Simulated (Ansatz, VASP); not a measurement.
## One calculation of Sb, two programs

```
Sb
1.0
     0.00000    2.35021    2.35021
     2.35021    0.00000    2.35021
     2.35021    2.35021    0.00000
Sb
1
Cartesian
  0.0000 0.0000 0.0000
```

Change from the starting cell: volume scaled by 1.06.

Alike in both runs: task single point; functional PBEsol; k mesh 14 × 14 × 14; occupations fermi-dirac, width 0.03 eV; no spin polarisation.

```csv
,VASP,Ansatz
version,VASP 6.6.1,Ansatz 0.2.0
potentials or method,"VASP PAW PBE potentials, release 64 (Sb), cutoff 520 eV","all-electron LAPW, scalar-relativistic"
```

```tsv
	VASP	Ansatz	Ansatz less VASP
pressure (GPa)	0.5	0.5	+0.03
```

VASP's potentials were made for PBE, not for PBEsol. Ansatz ran all-electron here, and VASP with PAW potentials.

Spin-orbit coupling is off throughout.
